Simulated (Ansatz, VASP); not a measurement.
**Two plane-wave programs on C**

The input INCAR:

```
SYSTEM = C
PREC = Accurate ; ENCUT = 600
EDIFF = 1E-6 ; ISMEAR = 0
SIGMA = 0.15 ; LREAL = .FALSE.
LASPH = .TRUE. ; NELM = 120
ALGO = Normal ; ISIF = 2
LWAVE = .FALSE. ; LCHARG = .FALSE.
GGA = PE ; IVDW = 12
NBANDS = 16 ; GGA_COMPAT = .FALSE.
```

KPOINTS

```
regular mesh
0
G
  24 24 2
  0 0 0
```

Contents of POSCAR:

```
C
1.0
    2.6501629453      0.0000000000      0.0000000000
   -1.3250814726      2.2951084348      0.0000000000
    0.0000000000      0.0000000000     23.9222939139
C
4
Direct
    0.0000000000      0.0000000000      0.5711557753
    0.0000000000      0.0000000000      0.4288442247
    0.3333333333      0.6666666667      0.4288237756
    0.6666666667      0.3333333333      0.5711762244
```

Input for Ansatz:

```yaml
crystal:
  lattice:
    - [2.6501629453, 0.0, 0.0]
    - [-1.3250814726, 2.2951084348, 0.0]
    - [0.0, 0.0, 23.9222939139]
  atoms:
    - { symbol: C, position: [0.0, 0.0, 0.5711557753] }
    - { symbol: C, position: [0.0, 0.0, 0.4288442247] }
    - { symbol: C, position: [0.3333333333, 0.6666666667, 0.4288237756] }
    - { symbol: C, position: [0.6666666667, 0.3333333333, 0.5711762244] }
basis:
  ecutwfc: 420
kpoints:
  mp_grid: { grid: [24, 24, 2] }
hamiltonian:
  xc: pbe
  dispersion: d3bj
scf:
  occupations: { method: gaussian, width: 0.15 }
output:
  forces: true
  stress: true
  eigenvalues: true
```

Change from the starting cell: strain +0.0750 x Voigt [1, 1, 0, 0, 0, 0], atoms carried along.

Alike in both runs: task single point; functional PBE; dispersion D3(BJ); k mesh 24 × 24 × 2; occupations gaussian, width 0.15 eV; no spin polarisation.

```csv
,VASP,Ansatz
version,VASP 6.6.1,Ansatz 0.2.0
potentials or method,"VASP PAW PBE potentials, release 64 (C), cutoff 600 eV","scalar-relativistic, plane waves, PAW"
valence electrons in the cell,16,16
```

|  | VASP | Ansatz | Ansatz less VASP |
| --- | --- | --- | --- |
| gap on the k mesh at the Fermi level (eV) | none | none | - |
| rms of the force components (eV/Å) | 0.006 | 0.006 | +0.0001 |

Atom by atom the forces differ by 0.000 eV/Å (rms over components). A gap of «none» marks a metal or a gap that the smearing closes.
